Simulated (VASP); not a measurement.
Wanted: the native input for a VASP 6.6.1 run.

| Quantity | Value |
| --- | --- |
| Task | relaxation of cell and atoms |
| Functional | PBE |
| Potentials or basis | VASP PAW PBE potentials, release 64 (Br, Ca_sv) |
| Cutoff | 600 eV |
| k mesh | 8 × 8 × 6 |
| Occupations | fermi-dirac, width 0.05 eV |
| Spin | no spin polarisation |
| Target pressure | 10 GPa |
| Dipole correction | no |
| Further INCAR settings | ALGO = Normal; EDIFF = 1e-06; IBRION = 2; EDIFFG = -0.01; NSW = 60; ISIF = 3 |

The structure of CaBr lies in POSCAR:

```
CaBr
1.0
    3.9170223818      0.0000000000      0.0000000000
   -1.9585111909      3.3922408898      0.0000000000
    0.0000000000      0.0000000000      4.3410340000
Br Ca
1 1
Direct
    0.3333333333      0.6666666667      0.5000000000
    0.0000000000      0.0000000000      0.0000000000
```

One way to write it, as run:

INCAR

```
SYSTEM = CaBr
PREC = Accurate
ENCUT = 600
EDIFF = 1E-6
ISMEAR = -1
SIGMA = 0.05
LREAL = .FALSE.
LASPH = .TRUE.
NELM = 100
ALGO = Normal
ISIF = 3
LWAVE = .FALSE.
LCHARG = .FALSE.
GGA = PE
IBRION = 2
NSW = 60
EDIFFG = -0.01
PSTRESS = 100.0
```

KPOINTS

```
regular mesh
0
G
  8 8 6
  0 0 0
```

Potentials or basis: VASP PAW PBE potentials, release 64 (Br, Ca_sv).

Command:

```sh
$ cat potpaw_PBE.64/Br/POTCAR potpaw_PBE.64/Ca_sv/POTCAR > POTCAR
$ mpirun -np 1 vasp_std > vasp.out
```

Results of the run:

```json
{"Relaxed volume": "22.77 Å³/atom", "Relaxed cell": "a = 3.617 Å, b = 3.617 Å, c = 4.018 Å, α = 90.00°, β = 90.00°, γ = 120.00°", "Space group after relaxing (to 0.1 Å)": "P-6m2 (No. 187)", "Energy change on relaxing (the run minimises the enthalpy)": "+157.5 meV/atom", "Ionic steps": "3", "Pressure after relaxing": "10.0 GPa", "Band gap on the k mesh": "zero (an odd number of electrons rules out a gap without spin polarisation)"}
```

Caveat: the cell is relaxed towards a set pressure, so the run minimises the enthalpy, not the energy; the volume moved by over 15 % at a fixed basis, so the end points are rough; an odd number of electrons without spin polarisation forces a metal; a magnetic or distorted state may lie lower.

Wall time 37 s on 1 thread of Intel(R) Xeon(R) 6975P-C (Granite Rapids) (shared host), peak memory 0.22 GiB.
